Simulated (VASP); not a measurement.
# ZrS (R-3m) in VASP: a series of runs

ZrS is run at these levels: PBEsol; tasks: single point.

Program: VASP 6.6.1. These are calculated values, not measurements. Logs are shortened: lines on timing, memory, paths and dates and some standing lists are left out, and cuts for length are marked.

**1. The cell of the first run**

The structure is trigonal, space group R-3m (No. 166). The conventional cell has a = 3.856 Å, b = 3.856 Å, c = 8.889 Å, α = 90.00°, β = 90.00°, γ = 120.00°. Zr (site symmetry -3m) has 6 S at 2.67 Å within 3.5 Å. S (site symmetry -3m) has 6 Zr at 2.67 Å within 3.5 Å.

**2. Single point, PBEsol (19.08 Å³/atom)**

The input, INCAR:

```
SYSTEM = ZrS
ALGO = Normal
EDIFF = 1E-6
ENCUT = 520
GGA = PS
ISIF = 2
ISMEAR = 0
LASPH = .True.
LCHARG = .True.
LELF = .True.
LREAL = .False.
LVHAR = .True.
LWAVE = .False.
NBANDS = 16
NELM = 80
PREC = Accurate
SIGMA = 0.15
```

The input, KPOINTS:

```
k-points
0
Gamma
  16 16 16
  0 0 0
```

The input, POSCAR:

```
ZrS
1.0
   -0.1070709283      2.6196929506      2.6196929506
    2.6196929506     -0.1070709283      2.6196929506
    2.6196929506      2.6196929506     -0.1070709283
Zr S
1 1
Direct
    0.0000000000      0.0000000000      0.0000000000
    0.5000000000      0.5000000000      0.5000000000
```

Potentials or basis: VASP PAW PBE potentials, release 64 (Zr_sv, S).

On the command line:

```console
$ cat potpaw_PBE.64/Zr_sv/POTCAR potpaw_PBE.64/S/POTCAR > POTCAR
$ mpirun -np 1 vasp_std > vasp.out
```

OUTCAR:

```text
SYSTEM = ZrS
   EDIFF = 1E-6
   ENCUT = 520
   GGA = PS
   ISIF = 2
   ISMEAR = 0
   LASPH = .True.
   LREAL = .False.
   NELM = 80
   PREC = Accurate

 ion  position               nearest neighbor table
   1  0.000  0.000  0.000-   2 2.67   2 2.67   2 2.67   2 2.67   2 2.67   2 2.67
   2  0.500  0.500  0.500-   1 2.67   1 2.67   1 2.67   1 2.67   1 2.67   1 2.67

  LATTYP: Found a trigonal (rhomboedric) cell.
 ALAT       =     3.7063521817
 COS(alpha) =     0.4587452802

  Lattice vectors:

 A1 = (  -0.1070709283,   2.6196929506,   2.6196929506)
 A2 = (   2.6196929506,  -0.1070709283,   2.6196929506)
 A3 = (   2.6196929506,   2.6196929506,  -0.1070709283)

Analysis of symmetry for initial positions (statically):
=====================================================================
 Subroutine PRICEL returns:
 Original cell was already a primitive cell.

 Routine SETGRP: Setting up the symmetry group for a
 trigonal (rhombohedral) supercell.

 Subroutine GETGRP returns: Found 12 space group operations
 (whereof 12 operations were pure point group operations)
 out of a pool of 12 trial point group operations.

The static configuration has the point symmetry D_3d.

Analysis of symmetry for dynamics (positions and initial velocities):
=====================================================================
 Subroutine PRICEL returns:
 Original cell was already a primitive cell.

 Routine SETGRP: Setting up the symmetry group for a
 trigonal (rhombohedral) supercell.

 Subroutine GETGRP returns: Found 12 space group operations
 (whereof 12 operations were pure point group operations)
 out of a pool of 12 trial point group operations.

The dynamic configuration has the point symmetry D_3d.

 Subroutine INISYM returns: Found 12 space group operations
 (whereof 12 operations are pure point group operations),
 and found     1 'primitive' translations

----------------------------------------------------------------------------------------

                                     Primitive cell

  volume of cell :      38.1600

  direct lattice vectors                    reciprocal lattice vectors
    -0.107070928  2.619692951  2.619692951    -0.179542111  0.187192980  0.187192980
     2.619692951 -0.107070928  2.619692951     0.187192980 -0.179542111  0.187192980
     2.619692951  2.619692951 -0.107070928     0.187192980  0.187192980 -0.179542111

  length of vectors
     3.706352182  3.706352182  3.706352182     0.319871526  0.319871526  0.319871526

  position of ions in fractional coordinates (direct lattice)
     0.000000000  0.000000000  0.000000000
     0.500000000  0.500000000  0.500000000

  ion indices of the primitive-cell ions
   primitive index   ion index
                 1           1
                 2           2

----------------------------------------------------------------------------------------

 KPOINTS: k-points

Automatic generation of k-mesh.
 Grid dimensions read from file:
 generate k-points for:   16   16   16

 Generating k-lattice:

  Cartesian coordinates                     Fractional coordinates (reciprocal lattice)
    -0.011221382  0.011699561  0.011699561     0.062500000  0.000000000  0.000000000
     0.011699561 -0.011221382  0.011699561     0.000000000  0.062500000  0.000000000
     0.011699561  0.011699561 -0.011221382     0.000000000  0.000000000  0.062500000

  Length of vectors
     0.019991970  0.019991970  0.019991970

  Shift w.r.t. Gamma in fractional coordinates (k-lattice)
     0.000000000  0.000000000  0.000000000

 Subroutine IBZKPT returns following result:
 ===========================================

 Found    417 irreducible k-points:

 Following reciprocal coordinates:
            Coordinates               Weight
  0.000000  0.000000  0.000000      1.000000
  0.062500  0.000000 -0.000000      6.000000
  0.125000  0.000000 -0.000000      6.000000
  0.187500  0.000000  0.000000      6.000000
  0.250000  0.000000 -0.000000      6.000000
  0.312500 -0.000000 -0.000000      6.000000
[... 16 lines left out ...]
 -0.125000  0.062500  0.000000     12.000000
 -0.062500  0.062500  0.000000      6.000000
 [... further k-points ...]
   k-points           NKPTS =    417   k-points in BZ     NKDIM =    417   number of bands    NBANDS=     16
   number of dos      NEDOS =    301   number of ions     NIONS =      2
   total plane-waves  NPLWV =  21952
   dimension x,y,z NGX =    28 NGY =   28 NGZ =   28
   dimension x,y,z NGXF=    56 NGYF=   56 NGZF=   56
   ions per type =               1   1
   NGX,Y,Z   is equivalent  to a cutoff of  12.56, 12.56, 12.56 a.u.
   NGXF,Y,Z  is equivalent  to a cutoff of  25.12, 25.12, 25.12 a.u.
 SYSTEM =  ZrS
   PREC   = accura    normal or accurate (medium, high low for compatibility)
   ISTART =      0    job   : 0-new  1-cont  2-samecut
   ICHARG =      2    charge: 1-file 2-atom 10-const
   ISPIN  =      1    spin polarized calculation?
   LNONCOLLINEAR =      F non collinear calculations
   LSORBIT =      F    spin-orbit coupling
   LASPH  =      T    aspherical Exc in radial PAW
   ENCUT  =  520.0 eV  38.22 Ry    6.18 a.u.   6.89  6.89  6.89*2*pi/ulx,y,z
   NELM   =     80;   NELMIN=  2; NELMDL= -5     # of ELM steps
   EDIFF  = 0.1E-05   stopping-criterion for ELM
   LREAL  =      F    real-space projection
   EDIFFG = 0.1E-04   stopping-criterion for IOM
   NSW    =      0    number of steps for IOM
   IBRION =     -1    ionic relax: 0-MD 1-quasi-New 2-CG
   NFREE  =      0    steps in history (QN), initial steepest desc. (CG)
   ISIF   =      2    stress and relaxation
   ISYM   =      2    0-nonsym 1-usesym 2-fastsym
   POTIM  = 0.5000    time-step for ionic-motion
   TEBEG  =    0.0;   TEEND  =   0.0 temperature during run
   PSTRESS=    0.0 pullay stress
   NELECT =      18.0000    total number of electrons
   NUPDOWN=      -1.0000    fix difference up-down
   EMIN   =  10.00;   EMAX   =-10.00  energy-range for DOS
   EFERMI =   0.00;   METHOD = LEGACY
   ISMEAR =     0;   SIGMA  =   0.15  broadening in eV -4-tet -1-fermi 0-gaus
   EFERMI_NEDOS =   21; number of points for ismear=-14 and -15
   IALGO  =     38    algorithm
   IMIX   =      4    mixing-type and parameters
     AMIX     =   0.40;   BMIX     =  1.00
     AMIX_MAG =   1.60;   BMIX_MAG =  1.00
  volume/ion in A,a.u.               =      19.08       128.76
  Fermi-wavevector in a.u.,A,eV,Ry     =   1.274372  2.408214 22.096187  1.624024
  Thomas-Fermi vector in A             =   2.407144
   LORBIT       =      0    0 simple, 1 ext, 2 COOP (PROOUT), +10 PAW based schemes
   GGA     = PS    functional components
   LHFCALC =     F    Hartree Fock is set to
   AEXX    =    0.0000 exact exchange contribution
   IVDW    =     0    specifies the selected vdW correction
   LEPSILON=     F    determine dielectric tensor
   LRPA    =     F    only Hartree local field effects (RPA)
 non-spin polarized calculation
 Gauss-broadening in eV      SIGMA  =   0.15
  energy-cutoff  :      520.00
  volume of cell :       38.16
 maximum number of plane-waves:      1047
   NGX = 13   NGY = 13   NGZ = 13

 number of electron      17.9999999 magnetization

 Free energy of the ion-electron system (eV)
  ---------------------------------------------------
  ext. energy  EPLUGINS =         0.00000000
  ---------------------------------------------------
  free energy    TOTEN  =       -16.35985920 eV

  energy without entropy =      -16.34355030  energy(sigma->0) =      -16.35170475

 E-fermi :   9.9440     XC(G=0): -11.2077

 val. band max:        9.9429551570   @ k =   0.1875   0.1875   0.0625
 cond. band min:       9.9494120401   @ k =   0.3750   0.0625   0.0625
 fundamental gap:      0.0064568831
 Fermi energy:         9.9439898720

 k-point     1 :       0.0000    0.0000    0.0000
  band No.  band energies     occupation
      1     -40.0579      2.00000
      2     -18.0658      2.00000
      3     -18.0658      2.00000
      4     -18.0042      2.00000
      5      -5.6133      2.00000
      6       6.3736      2.00000
[... 8 lines left out ...]
     15      17.0972      0.00000
     16      21.7016      0.00000

 k-point     2 :       0.0625    0.0000   -0.0000
  band No.  band energies     occupation
      1     -40.0572      2.00000
      2     -18.0750      2.00000
      3     -18.0663      2.00000
      4     -18.0067      2.00000
      5      -5.5699      2.00000
      6       6.0891      2.00000
[... 8 lines left out ...]
     15      17.2362      0.00000
     16      21.3343      0.00000

 k-point     3 :       0.1250    0.0000   -0.0000
  band No.  band energies     occupation
      1     -40.0551      2.00000
      2     -18.1028      2.00000
      3     -18.0679      2.00000
      4     -18.0124      2.00000
      5      -5.4441      2.00000
      6       5.4224      2.00000
[... 8 lines left out ...]
     15      17.5762      0.00000
     16      20.5382      0.00000

 k-point     4 :       0.1875    0.0000    0.0000
  band No.  band energies     occupation
      1     -40.0521      2.00000
      2     -18.1458      2.00000
      3     -18.0704      2.00000
      4     -18.0190      2.00000
      5      -5.2487      2.00000
      6       4.6404      2.00000
[... 8 lines left out ...]
     15      17.7695      0.00000
     16      19.7874      0.00000

 k-point     5 :       0.2500    0.0000   -0.0000
  band No.  band energies     occupation
      1     -40.0486      2.00000
      2     -18.1969      2.00000
      3     -18.0732      2.00000
      4     -18.0256      2.00000
      5      -5.0052      2.00000
      6       3.8761      2.00000
[... 8 lines left out ...]
     15      17.5122      0.00000
     16      18.7100      0.00000

 k-point     6 :       0.3125   -0.0000   -0.0000
  band No.  band energies     occupation
      1     -40.0450      2.00000
      2     -18.2479      2.00000
      3     -18.0760      2.00000
      4     -18.0317      2.00000
      5      -4.7443      2.00000
      6       3.1991      2.00000
[... 8 lines left out ...]
     15      17.4666      0.00000
     16      17.6463      0.00000

 k-point     7 :       0.3750    0.0000    0.0000
  band No.  band energies     occupation
      1     -40.0420      2.00000
      2     -18.2906      2.00000
      3     -18.0784      2.00000
      4     -18.0366      2.00000
      5      -4.5054      2.00000
      6       2.6614      2.00000
[... 8 lines left out ...]
     15      16.6862      0.00000
     16      17.2915      0.00000

 k-point     8 :       0.4375    0.0000    0.0000
  band No.  band energies     occupation
      1     -40.0399      2.00000
      2     -18.3190      2.00000
      3     -18.0800      2.00000
      4     -18.0399      2.00000
      5      -4.3343      2.00000
      6       2.3113      2.00000
[... 8 lines left out ...]
     15      15.9041      0.00000
     16      16.4934      0.00000

 k-point     9 :       0.5000    0.0000   -0.0000
  band No.  band energies     occupation
      1     -40.0392      2.00000
      2     -18.3289      2.00000
      3     -18.0806      2.00000
      4     -18.0410      2.00000
      5      -4.2716      2.00000
      6       2.1891      2.00000
[... 8 lines left out ...]
     15      15.3980      0.00000
     16      16.0868      0.00000
[... 172 lines left out ...]
 k-point    19 :      -0.3750    0.0625   -0.0000
  band No.  band energies     occupation
      1     -40.0409      2.00000
      2     -18.2974      2.00000
      3     -18.0860      2.00000
      4     -18.0394      2.00000
      5      -4.4470      2.00000
      6       2.5701      2.00000
[... 8 lines left out ...]
     15      16.4857      0.00000
     16      17.0545      0.00000

 k-point    20 :      -0.3125    0.0625   -0.0000
  band No.  band energies     occupation
      1     -40.0437      2.00000
      2     -18.2597      2.00000
      3     -18.0845      2.00000
      4     -18.0339      2.00000
      5      -4.6587      2.00000
      6       3.0232      2.00000
[... 8 lines left out ...]
     15      17.2302      0.00000
     16      17.6155      0.00000

 k-point    21 :      -0.2500    0.0625    0.0000
  band No.  band energies     occupation
      1     -40.0471      2.00000
      2     -18.2125      2.00000
      3     -18.0817      2.00000
      4     -18.0273      2.00000
      5      -4.9064      2.00000
      6       3.6166      2.00000
[... 8 lines left out ...]
     15      17.4183      0.00000
     16      18.0962      0.00000

 k-point    22 :      -0.1875    0.0625    0.0000
  band No.  band energies     occupation
      1     -40.0506      2.00000
      2     -18.1631      2.00000
      3     -18.0781      2.00000
      4     -18.0202      2.00000
      5      -5.1497      2.00000
      6       4.2965      2.00000
[... 8 lines left out ...]
     15      17.7455      0.00000
     16      18.8072      0.00000

 k-point    23 :      -0.1250    0.0625    0.0000
  band No.  band energies     occupation
      1     -40.0538      2.00000
      2     -18.1196      2.00000
      3     -18.0741      2.00000
      4     -18.0135      2.00000
      5      -5.3560      2.00000
      6       5.0004      2.00000
[... 8 lines left out ...]
     15      17.7580      0.00000
     16      19.5760      0.00000

 k-point    24 :      -0.0625    0.0625    0.0000
  band No.  band energies     occupation
      1     -40.0561      2.00000
      2     -18.0892      2.00000
      3     -18.0698      2.00000
      4     -18.0082      2.00000
      5      -5.5012      2.00000
      6       5.6454      2.00000
[... 8 lines left out ...]
     15      17.4327      0.00000
     16      20.5699      0.00000

 [... further k-points ...]

------------------------ aborting loop because EDIFF is reached ----------------------------------------

  FORCE on cell =-STRESS in cart. coord.  units (eV):
  Direction    XX          YY          ZZ          XY          YZ          ZX
  --------------------------------------------------------------------------------------
  -------------------------------------------------------------------------------------
  Total       -2.8080796     -2.8080796     -2.8080796      0.2332817      0.2332817      0.2332817
  in kB     -117.8994115   -117.8994115   -117.8994115      9.7945155      9.7945155      9.7945155
  external PRESSURE =    -117.8994115 kB  Pullay stress =       0.0000000 kB

 VOLUME and BASIS-vectors are now :
 -----------------------------------------------------------------------------
  energy-cutoff  :      520.00
  volume of cell :       38.16
      direct lattice vectors                 reciprocal lattice vectors
    -0.107070928  2.619692951  2.619692951    -0.179542111  0.187192980  0.187192980
     2.619692951 -0.107070928  2.619692951     0.187192980 -0.179542111  0.187192980
     2.619692951  2.619692951 -0.107070928     0.187192980  0.187192980 -0.179542111

 POSITION                                       TOTAL-FORCE (eV/Angst)
 -----------------------------------------------------------------------------------
      0.00000      0.00000      0.00000        -0.000000     -0.000000      0.000000
      2.56616      2.56616      2.56616         0.000000      0.000000     -0.000000
 -----------------------------------------------------------------------------------
    total drift:                                0.000000      0.000000      0.000000

  FREE ENERGIE OF THE ION-ELECTRON SYSTEM (eV)
  ---------------------------------------------------
  free  energy   TOTEN  =       -16.3598591969 eV

  energy  without entropy=      -16.3435502969  energy(sigma->0) =      -16.35170475
```

Wall time 95 s (1 thread of Intel Xeon 6975P-C (Granite Rapids), shared host); peak memory 0.36 GiB.

Results:

```yaml
Free_energy: -16.3599 eV
Pressure: -11.8 GPa
Band_gap_on_the_k_mesh: zero (bands 9 and 10 overlap by 2.98 eV)
```

Stress tensor (GPa, compression positive):
```
-11.79   0.98   0.98
  0.98 -11.79   0.98
  0.98   0.98 -11.79
```

Caveat: the cell stands under tension; the PAW data sets were made with another functional, which shifts forces and pressure a little.

**3. Single point, PBEsol (19.08 Å³/atom)**

The input, INCAR:

```
SYSTEM = ZrS
PREC = Accurate ; ENCUT = 520
EDIFF = 1E-6 ; ISMEAR = 0
SIGMA = 0.15 ; LREAL = .FALSE.
LASPH = .TRUE. ; NELM = 100
ALGO = Normal ; ISIF = 2
LWAVE = .FALSE. ; LCHARG = .FALSE.
GGA = PS ; NBANDS = 16
```

The input, KPOINTS:

```
regular mesh
0
G
  16 16 16
  0 0 0
```

The input, POSCAR:

```
ZrS
1.0
    0.3346441589      2.8495050728      2.8495050728
    2.8495050728      0.3346441589      2.8495050728
    2.8495050728      2.8495050728      0.3346441589
Zr S
1 1
Direct
    0.0000000000      0.0000000000      0.0000000000
    0.5000000000      0.5000000000      0.5000000000
```

Potentials or basis: VASP PAW PBE potentials, release 64 (Zr_sv, S).

On the command line:

```console
$ cat potpaw_PBE.64/Zr_sv/POTCAR potpaw_PBE.64/S/POTCAR > POTCAR
$ mpirun -np 1 vasp_std > vasp.out
```

OUTCAR:

```text
SYSTEM = ZrS
   PREC = Accurate
   ENCUT = 520
   EDIFF = 1E-6
   ISMEAR = 0
   LREAL = .FALSE.
   LASPH = .TRUE.
   NELM = 100
   ISIF = 2
   GGA = PS

 ion  position               nearest neighbor table
   1  0.000  0.000  0.000-   2 2.69   2 2.69   2 2.69   2 2.69   2 2.69   2 2.69
   2  0.500  0.500  0.500-   1 2.69   1 2.69   1 2.69   1 2.69   1 2.69   1 2.69

  LATTYP: Found a trigonal (rhomboedric) cell.
 ALAT       =     4.0436796402
 COS(alpha) =     0.6132106928

  Lattice vectors:

 A1 = (   0.3346441589,   2.8495050728,   2.8495050728)
[... 643 lines left out ...]

  FORCE on cell =-STRESS in cart. coord.  units (eV):
  Direction    XX          YY          ZZ          XY          YZ          ZX
  --------------------------------------------------------------------------------------
  -------------------------------------------------------------------------------------
  Total       -2.6697526     -2.6697526     -2.6697526     -0.3290616     -0.3290616     -0.3290616
  in kB     -112.0916410   -112.0916410   -112.0916410    -13.8159058    -13.8159058    -13.8159058
  external PRESSURE =    -112.0916410 kB  Pullay stress =       0.0000000 kB

 VOLUME and BASIS-vectors are now :
 -----------------------------------------------------------------------------
  energy-cutoff  :      520.00
  volume of cell :       38.16
      direct lattice vectors                 reciprocal lattice vectors
     0.334644159  2.849505073  2.849505073    -0.209845190  0.187791115  0.187791115
     2.849505073  0.334644159  2.849505073     0.187791115 -0.209845190  0.187791115
     2.849505073  2.849505073  0.334644159     0.187791115  0.187791115 -0.209845190

 POSITION                                       TOTAL-FORCE (eV/Angst)
 -----------------------------------------------------------------------------------
      0.00000      0.00000      0.00000         0.000000     -0.000000      0.000000
      3.01683      3.01683      3.01683        -0.000000      0.000000     -0.000000
 -----------------------------------------------------------------------------------
    total drift:                               -0.000000      0.000000      0.000000

  FREE ENERGIE OF THE ION-ELECTRON SYSTEM (eV)
  ---------------------------------------------------
  free  energy   TOTEN  =       -16.2862024813 eV

  energy  without entropy=      -16.2673523205  energy(sigma->0) =      -16.27677740
```

Wall time 1.9 min (1 thread of Intel Xeon 6975P-C (Granite Rapids), shared host); peak memory 0.36 GiB.

Results:

- Free energy: -16.2862 eV
- Pressure: -11.2 GPa
- Band gap on the k mesh: zero (bands 9 and 10 overlap by 1.48 eV)

Caveat: the cell stands under tension; the PAW data sets were made with another functional, which shifts forces and pressure a little.
